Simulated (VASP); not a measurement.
A run of VASP 6.6.1 is set up as follows.

The input POSCAR:

```
HfB2
1.0
    3.1607953080      0.0000000000      0.0000000000
   -1.5803976540      2.7373290329      0.0000000000
    0.0000000000      0.0000000000      3.5030470293
Hf B
1 2
Direct
    0.0000000000      0.0000000000      0.0000000000
    0.6666666667      0.3333333333      0.5000000000
    0.3333333333      0.6666666667      0.5000000000
```

INCAR.step1

```
SYSTEM = HfB2
  PREC = Accurate
  ENCUT = 520
  ISMEAR = -1
  SIGMA = 0.05
  LREAL = .False.
  LASPH = .True.
  NELM = 60
  NBANDS = 15
  GGA = PE
  ALGO = Normal
  EDIFF = 1E-4
  LWAVE = .True.
  LCHARG = .False.
```

INCAR.step2

```
SYSTEM = HfB2
  PREC = Accurate
  ENCUT = 520
  EDIFF = 1E-7
  ISMEAR = -1
  SIGMA = 0.05
  LREAL = .False.
  LASPH = .True.
  NELM = 60
  ALGO = Normal
  ISIF = 2
  LWAVE = .False.
  LCHARG = .True.
  METAGGA = R2SCAN
  LMIXTAU = .True.
  LELF = .True.
  LVHAR = .True.
  NBANDS = 15
  ISTART = 1
```

The input KPOINTS:

```
Automatic mesh
0
Gamma
  10 10 8
  0 0 0
```

Potentials or basis: VASP PAW PBE potentials, release 64 (Hf_pv, B).

The run is started by

```console
$ cat potpaw_PBE.64/Hf_pv/POTCAR potpaw_PBE.64/B/POTCAR > POTCAR
$ cp INCAR.step1 INCAR
$ mpirun -np 1 vasp_std > vasp.out
$ cp INCAR.step2 INCAR
$ mpirun -np 1 vasp_std > vasp.out
```

(1) Estimate the band gap on the k mesh.

(2) Predict the pressure.

Answers

(1) zero (band 8 reaches 8.18 eV, above the bottom of band 9 at 7.33 eV).

(2) -6.1 GPa.

Caveat: the PAW data sets were made with another functional, which shifts forces and pressure a little; spin-orbit coupling is left out, which moves the levels of the heavy elements.
